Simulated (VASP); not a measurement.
# Na (P6/mmm) in VASP: notebook

The runs below take Na through single point, with PBE.

Program: VASP 6.6.1. These are calculated values, not measurements. Logs are shortened: lines on timing, memory, paths and dates and some standing lists are left out, and cuts for length are marked.

## (1) The cell of the first run

Symmetry: P6/mmm, No. 191, hexagonal system. Conventional cell: a = 3.205 Å, b = 3.205 Å, c = 2.975 Å, α = 90.00°, β = 90.00°, γ = 120.00°. Within 3.9 Å of Na (site symmetry 6/mmm) lie 8 Na at 2.98 to 3.21 Å.

This isn't the form of Na at room conditions, which is bcc.

## (2) Single point, PBE

Input file INCAR:

```
SYSTEM = Na
PREC = Accurate
ENCUT = 520
EDIFF = 1E-6
ISMEAR = -1
SIGMA = 0.1
LREAL = .False.
LASPH = .True.
NELM = 80
ALGO = Normal
ISIF = 2
LWAVE = .False.
LCHARG = .False.
GGA = PE
NBANDS = 10
```

Input file KPOINTS:

```
regular mesh
0
Gamma
  14 14 13
  0 0 0
```

Input file POSCAR:

```
Na
1.0
    3.2050993608      0.0000000000      0.0000000000
   -1.6025496804      2.7756974681      0.0000000000
    0.0000000000      0.0000000000      2.9752584622
Na
1
Direct
    0.0000000000      0.0000000000      0.0000000000
```

Potentials or basis: VASP PAW PBE potentials, release 64 (Na_pv).

Launch:

```sh
> cat potpaw_PBE.64/Na_pv/POTCAR > POTCAR
> mpirun -np 1 vasp_std > vasp.out
```

OUTCAR:

```text
SYSTEM = Na
   PREC = Accurate
   ENCUT = 520
   EDIFF = 1E-6
   ISMEAR = -1
   LREAL = .False.
   LASPH = .True.
   NELM = 80
   ISIF = 2
   GGA = PE

 ion  position               nearest neighbor table
   1  0.000  0.000  0.000-

  LATTYP: Found a hexagonal cell.
 ALAT       =     3.2050993608
 C/A-ratio  =     0.9282889943

  Lattice vectors:

 A1 = (   3.2050993608,   0.0000000000,   0.0000000000)
 A2 = (  -1.6025496804,   2.7756974681,   0.0000000000)
 A3 = (   0.0000000000,   0.0000000000,   2.9752584622)

Analysis of symmetry for initial positions (statically):
=====================================================================
 Subroutine PRICEL returns:
 Original cell was already a primitive cell.

 Routine SETGRP: Setting up the symmetry group for a
 hexagonal supercell.

 Subroutine GETGRP returns: Found 24 space group operations
 (whereof 24 operations were pure point group operations)
 out of a pool of 24 trial point group operations.

The static configuration has the point symmetry D_6h.

Analysis of symmetry for dynamics (positions and initial velocities):
=====================================================================
 Subroutine PRICEL returns:
 Original cell was already a primitive cell.

 Routine SETGRP: Setting up the symmetry group for a
 hexagonal supercell.

 Subroutine GETGRP returns: Found 24 space group operations
 (whereof 24 operations were pure point group operations)
 out of a pool of 24 trial point group operations.

The dynamic configuration has the point symmetry D_6h.

 Subroutine INISYM returns: Found 24 space group operations
 (whereof 24 operations are pure point group operations),
 and found     1 'primitive' translations

----------------------------------------------------------------------------------------

                                     Primitive cell

  volume of cell :      26.4690

  direct lattice vectors                    reciprocal lattice vectors
     3.205099361  0.000000000  0.000000000     0.312002808  0.180134905  0.000000000
    -1.602549680  2.775697468  0.000000000     0.000000000  0.360269810  0.000000000
     0.000000000  0.000000000  2.975258462     0.000000000  0.000000000  0.336105254

  length of vectors
     3.205099361  3.205099361  2.975258462     0.360269810  0.360269810  0.336105254

  position of ions in fractional coordinates (direct lattice)
     0.000000000  0.000000000  0.000000000

  ion indices of the primitive-cell ions
   primitive index   ion index
                 1           1

----------------------------------------------------------------------------------------

 KPOINTS: regular mesh

Automatic generation of k-mesh.
 Grid dimensions read from file:
 generate k-points for:   14   14   13

 Generating k-lattice:

  Cartesian coordinates                     Fractional coordinates (reciprocal lattice)
     0.022285915  0.012866779  0.000000000     0.071428571 -0.000000000  0.000000000
     0.000000000  0.025733558  0.000000000     0.000000000  0.071428571  0.000000000
     0.000000000  0.000000000  0.025854250     0.000000000  0.000000000  0.076923077

  Length of vectors
     0.025733558  0.025733558  0.025854250

  Shift w.r.t. Gamma in fractional coordinates (k-lattice)
     0.000000000  0.000000000  0.000000000

 Subroutine IBZKPT returns following result:
 ===========================================

 Found    168 irreducible k-points:

 Following reciprocal coordinates:
            Coordinates               Weight
  0.000000  0.000000  0.000000      1.000000
  0.071429  0.000000  0.000000      6.000000
  0.142857  0.000000  0.000000      6.000000
  0.214286 -0.000000  0.000000      6.000000
  0.285714 -0.000000  0.000000      6.000000
  0.357143 -0.000000  0.000000      6.000000
[... 16 lines left out ...]
  0.285714  0.285714  0.000000      6.000000
  0.357143  0.285714  0.000000      6.000000
 [... further k-points ...]
   k-points           NKPTS =    168   k-points in BZ     NKDIM =    168   number of bands    NBANDS=     10
   number of dos      NEDOS =    301   number of ions     NIONS =      1
   total plane-waves  NPLWV =  13824
   dimension x,y,z NGX =    24 NGY =   24 NGZ =   24
   dimension x,y,z NGXF=    48 NGYF=   48 NGZF=   48
   ions per type =               1
   NGX,Y,Z   is equivalent  to a cutoff of  12.45, 12.45, 13.41 a.u.
   NGXF,Y,Z  is equivalent  to a cutoff of  24.90, 24.90, 26.82 a.u.
 SYSTEM =  Na
   PREC   = accura    normal or accurate (medium, high low for compatibility)
   ISTART =      0    job   : 0-new  1-cont  2-samecut
   ICHARG =      2    charge: 1-file 2-atom 10-const
   ISPIN  =      1    spin polarized calculation?
   LNONCOLLINEAR =      F non collinear calculations
   LSORBIT =      F    spin-orbit coupling
   LASPH  =      T    aspherical Exc in radial PAW
   ENCUT  =  520.0 eV  38.22 Ry    6.18 a.u.   5.96  5.96  5.53*2*pi/ulx,y,z
   NELM   =     80;   NELMIN=  2; NELMDL= -5     # of ELM steps
   EDIFF  = 0.1E-05   stopping-criterion for ELM
   LREAL  =      F    real-space projection
   EDIFFG = 0.1E-04   stopping-criterion for IOM
   NSW    =      0    number of steps for IOM
   IBRION =     -1    ionic relax: 0-MD 1-quasi-New 2-CG
   NFREE  =      0    steps in history (QN), initial steepest desc. (CG)
   ISIF   =      2    stress and relaxation
   ISYM   =      2    0-nonsym 1-usesym 2-fastsym
   POTIM  = 0.5000    time-step for ionic-motion
   TEBEG  =    0.0;   TEEND  =   0.0 temperature during run
   PSTRESS=    0.0 pullay stress
   NELECT =       7.0000    total number of electrons
   NUPDOWN=      -1.0000    fix difference up-down
   EMIN   =  10.00;   EMAX   =-10.00  energy-range for DOS
   EFERMI =   0.00;   METHOD = LEGACY
   ISMEAR =    -1;   SIGMA  =   0.10  broadening in eV -4-tet -1-fermi 0-gaus
   EFERMI_NEDOS =   21; number of points for ismear=-14 and -15
   IALGO  =     38    algorithm
   IMIX   =      4    mixing-type and parameters
     AMIX     =   0.40;   BMIX     =  1.00
     AMIX_MAG =   1.60;   BMIX_MAG =  1.00
  volume/ion in A,a.u.               =      26.47       178.62
  Fermi-wavevector in a.u.,A,eV,Ry     =   1.050819  1.985761 15.023843  1.104221
  Thomas-Fermi vector in A             =   2.185838
   LORBIT       =      0    0 simple, 1 ext, 2 COOP (PROOUT), +10 PAW based schemes
   GGA     = PE    functional components
   LHFCALC =     F    Hartree Fock is set to
   AEXX    =    0.0000 exact exchange contribution
   IVDW    =     0    specifies the selected vdW correction
   LEPSILON=     F    determine dielectric tensor
   LRPA    =     F    only Hartree local field effects (RPA)
 non-spin polarized calculation
  energy-cutoff  :      520.00
  volume of cell :       26.47
 maximum number of plane-waves:       731
 NGX is ok and might be reduce to    24
   NGX = 11   NGY = 11   NGZ = 11

 number of electron       6.9999994 magnetization

 Free energy of the ion-electron system (eV)
  ---------------------------------------------------
  ext. energy  EPLUGINS =         0.00000000
  ---------------------------------------------------
  free energy    TOTEN  =        -1.11055112 eV

  energy without entropy =       -1.09771608  energy(sigma->0) =       -1.10413360

 E-fermi :   1.5198     XC(G=0):  -7.4522

 val. band max:        1.4403002495   @ k =   0.3571   0.0714   0.2308
 cond. band min:       1.5243488195   @ k =   0.2857   0.2143   0.1538
 fundamental gap:      0.0840485700
 Fermi energy:         1.5197626920

 k-point     1 :       0.0000    0.0000    0.0000
  band No.  band energies     occupation
      1     -23.3658      2.00000
      2     -23.3658      2.00000
      3     -23.3537      2.00000
      4      -2.5397      2.00000
      5      11.9987      0.00000
      6      14.1009      0.00000
      7      14.5343      0.00000
      8      14.5343      0.00000
      9      15.9184      0.00000
     10      16.9602      0.00000

 k-point     2 :       0.0714    0.0000    0.0000
  band No.  band energies     occupation
      1     -23.3722      2.00000
      2     -23.3672      2.00000
      3     -23.3531      2.00000
      4      -2.4349      2.00000
      5      11.9305      0.00000
      6      13.0398      0.00000
      7      14.1720      0.00000
      8      14.1765      0.00000
      9      16.4450      0.00000
     10      17.4876      0.00000

 k-point     3 :       0.1429    0.0000    0.0000
  band No.  band energies     occupation
      1     -23.3902      2.00000
      2     -23.3712      2.00000
      3     -23.3512      2.00000
      4      -2.1221      2.00000
      5      10.7723      0.00000
      6      12.1129      0.00000
      7      13.5246      0.00000
      8      14.3850      0.00000
      9      16.0970      0.00000
     10      18.6468      0.00000

 k-point     4 :       0.2143   -0.0000    0.0000
  band No.  band energies     occupation
      1     -23.4160      2.00000
      2     -23.3770      2.00000
      3     -23.3485      2.00000
      4      -1.6070      2.00000
      5       8.8609      0.00000
      6      11.9078      0.00000
      7      12.9076      0.00000
      8      14.7393      0.00000
      9      15.9831      0.00000
     10      20.1035      0.00000
[... 222 lines left out ...]
 k-point    22 :       0.3571    0.2143    0.0000
  band No.  band energies     occupation
      1     -23.4751      2.00000
      2     -23.4250      2.00000
      3     -23.3394      2.00000
      4       2.2047      0.00212
      5       3.6885      0.00000
      6       6.6314      0.00000
      7      16.6594      0.00000
      8      17.3482      0.00000
      9      18.8906      0.00000
     10      19.3606      0.00000

 k-point    23 :       0.2857    0.2857    0.0000
  band No.  band energies     occupation
      1     -23.4677      2.00000
      2     -23.4341      2.00000
      3     -23.3392      2.00000
      4       2.1406      0.00402
      5       4.3215      0.00000
      6       5.8049      0.00000
      7      17.4259      0.00000
      8      17.4307      0.00000
      9      19.4464      0.00000
     10      19.5670      0.00000

 k-point    24 :       0.3571    0.2857    0.0000
  band No.  band energies     occupation
      1     -23.4632      2.00000
      2     -23.4434      2.00000
      3     -23.3388      2.00000
      4       3.0039      0.00000
      5       3.5647      0.00000
      6       5.4429      0.00000
      7      17.9943      0.00000
      8      18.1957      0.00000
      9      18.8195      0.00000
     10      19.2828      0.00000

 [... further k-points ...]

------------------------ aborting loop because EDIFF is reached ----------------------------------------

  FORCE on cell =-STRESS in cart. coord.  units (eV):
  Direction    XX          YY          ZZ          XY          YZ          ZX
  --------------------------------------------------------------------------------------
  -------------------------------------------------------------------------------------
  Total        0.8290555      0.8290555      0.8309770      0.0000000     -0.0000000      0.0000000
  in kB       50.1829133     50.1829133     50.2992218      0.0000000     -0.0000000      0.0000000
  external PRESSURE =      50.2216828 kB  Pullay stress =       0.0000000 kB

 VOLUME and BASIS-vectors are now :
 -----------------------------------------------------------------------------
  energy-cutoff  :      520.00
  volume of cell :       26.47
      direct lattice vectors                 reciprocal lattice vectors
     3.205099361  0.000000000  0.000000000     0.312002808  0.180134905  0.000000000
    -1.602549680  2.775697468  0.000000000     0.000000000  0.360269810  0.000000000
     0.000000000  0.000000000  2.975258462     0.000000000  0.000000000  0.336105254

 POSITION                                       TOTAL-FORCE (eV/Angst)
 -----------------------------------------------------------------------------------
      0.00000      0.00000      0.00000         0.000000      0.000000      0.000000
 -----------------------------------------------------------------------------------
    total drift:                                0.000000      0.000000      0.000000

  FREE ENERGIE OF THE ION-ELECTRON SYSTEM (eV)
  ---------------------------------------------------
  free  energy   TOTEN  =        -1.1105511159 eV

  energy  without entropy=       -1.0977160761  energy(sigma->0) =       -1.10413360
```

Run time: 28 s. Hardware: 1 thread of Intel Xeon 8259CL, shared host; peak memory 0.16 GiB.

What came out:

```yaml
Free_energy: -1.1106 eV
Pressure: 5.0 GPa
Band_gap_on_the_k_mesh: zero (an odd number of electrons rules out a gap without spin polarisation)
```

Caveat: the cell stands under pressure.

## (3) Single point, PBE

Input file INCAR:

```
SYSTEM = Na
PREC = Accurate
ENCUT = 520
EDIFF = 1E-6
ISMEAR = -1
SIGMA = 0.1
LREAL = .FALSE.
LASPH = .TRUE.
NELM = 100
ALGO = Normal
ISIF = 2
LWAVE = .FALSE.
LCHARG = .FALSE.
GGA = PE
NBANDS = 10
```

Input file KPOINTS:

```
regular mesh
0
G
  14 14 13
  0 0 0
```

Input file POSCAR:

```
Na
1.0
    3.2050993607      0.0000000000      0.0000000000
   -1.6025496804      2.7756974680      0.0000000000
    0.0000000000      0.0000000000      2.9752584622
Na
1
Direct
    0.0000000000      0.0000000000      0.0000000000
```

Potentials or basis: VASP PAW PBE potentials, release 64 (Na_pv).

Launch:

```sh
> cat potpaw_PBE.64/Na_pv/POTCAR > POTCAR
> mpirun -np 1 vasp_std > vasp.out
```

OUTCAR:

```text
SYSTEM = Na
   PREC = Accurate
   ENCUT = 520
   EDIFF = 1E-6
   ISMEAR = -1
   LREAL = .FALSE.
   LASPH = .TRUE.
   NELM = 100
   ISIF = 2
   GGA = PE

 ion  position               nearest neighbor table
   1  0.000  0.000  0.000-

  LATTYP: Found a hexagonal cell.
 ALAT       =     3.2050993607
 C/A-ratio  =     0.9282889943

  Lattice vectors:

 A1 = (   3.2050993607,   0.0000000000,   0.0000000000)
 A2 = (  -1.6025496804,   2.7756974680,   0.0000000000)
 A3 = (   0.0000000000,   0.0000000000,   2.9752584622)

Analysis of symmetry for initial positions (statically):
=====================================================================
 Subroutine PRICEL returns:
 Original cell was already a primitive cell.

 Routine SETGRP: Setting up the symmetry group for a
 hexagonal supercell.

 Subroutine GETGRP returns: Found 24 space group operations
 (whereof 24 operations were pure point group operations)
 out of a pool of 24 trial point group operations.

The static configuration has the point symmetry D_6h.

Analysis of symmetry for dynamics (positions and initial velocities):
[... 163 lines left out ...]

 k-point     1 :       0.0000    0.0000    0.0000
  band No.  band energies     occupation
      1     -23.3658      2.00000
      2     -23.3658      2.00000
      3     -23.3537      2.00000
      4      -2.5397      2.00000
      5      11.9987      0.00000
      6      14.1009      0.00000
      7      14.5343      0.00000
      8      14.5343      0.00000
      9      15.9184      0.00000
     10      16.9602      0.00000
[... 287 lines left out ...]
 k-point    24 :       0.3571    0.2857    0.0000
  band No.  band energies     occupation
      1     -23.4632      2.00000
      2     -23.4434      2.00000
      3     -23.3388      2.00000
      4       3.0039      0.00000
      5       3.5647      0.00000
      6       5.4429      0.00000
      7      17.9943      0.00000
      8      18.1957      0.00000
      9      18.8195      0.00000
     10      19.2828      0.00000

 [... further k-points ...]

------------------------ aborting loop because EDIFF is reached ----------------------------------------

  FORCE on cell =-STRESS in cart. coord.  units (eV):
  Direction    XX          YY          ZZ          XY          YZ          ZX
  --------------------------------------------------------------------------------------
  -------------------------------------------------------------------------------------
  Total        0.8290555      0.8290555      0.8309770     -0.0000000      0.0000000      0.0000000
  in kB       50.1829135     50.1829135     50.2992213     -0.0000000      0.0000000      0.0000000
  external PRESSURE =      50.2216828 kB  Pullay stress =       0.0000000 kB

 VOLUME and BASIS-vectors are now :
 -----------------------------------------------------------------------------
  energy-cutoff  :      520.00
  volume of cell :       26.47
      direct lattice vectors                 reciprocal lattice vectors
     3.205099361  0.000000000  0.000000000     0.312002808  0.180134905  0.000000000
    -1.602549680  2.775697468  0.000000000     0.000000000  0.360269810  0.000000000
     0.000000000  0.000000000  2.975258462     0.000000000  0.000000000  0.336105254

 POSITION                                       TOTAL-FORCE (eV/Angst)
 -----------------------------------------------------------------------------------
      0.00000      0.00000      0.00000         0.000000      0.000000      0.000000
 -----------------------------------------------------------------------------------
    total drift:                                0.000000     -0.000000      0.000000

  FREE ENERGIE OF THE ION-ELECTRON SYSTEM (eV)
  ---------------------------------------------------
  free  energy   TOTEN  =        -1.1105511159 eV

  energy  without entropy=       -1.0977160760  energy(sigma->0) =       -1.10413360
```

Run time: 28 s. Hardware: 1 thread of Intel Xeon 8259CL, shared host; peak memory 0.16 GiB.

Results:

* Free energy: -1.1106 eV
* Pressure: 5.0 GPa
* Band gap on the k mesh: zero (an odd number of electrons rules out a gap without spin polarisation)

Caveat: the cell stands under pressure.
